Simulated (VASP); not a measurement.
The system is HgTe.

```xyz
2
Lattice="0.0000 3.2892 3.2892 3.2892 0.0000 3.2892 3.2892 3.2892 0.0000" Properties=species:S:1:pos:R:3 pbc="T T T"
Hg    0.0000    0.0000    0.0000
Te    1.6446    1.6446    1.6446
```

Base run:

```yaml
Program: VASP 6.6.1
Functional: PBE
Potentials_or_basis: VASP PAW PBE potentials, release 64 (Hg, Te)
Cutoff: 520 eV
k_mesh: 6 × 6 × 6
Occupations: fermi-dirac, width 0.02 eV
Spin: no spin polarisation
```

Its results: band gap on the k mesh zero (filled and empty bands touch); pressure 1.3 GPa.

**Question.** The run is repeated on the same cell with these changes: functional from PBE to r2SCAN. What comes out?

**Answer.** Band gap on the k mesh zero (filled and empty bands touch); pressure 0.0 GPa.

Caveats: spin-orbit coupling is left out, which moves the levels of the heavy elements; the PAW data sets were made with another functional, which shifts forces and pressure a little (some runs).
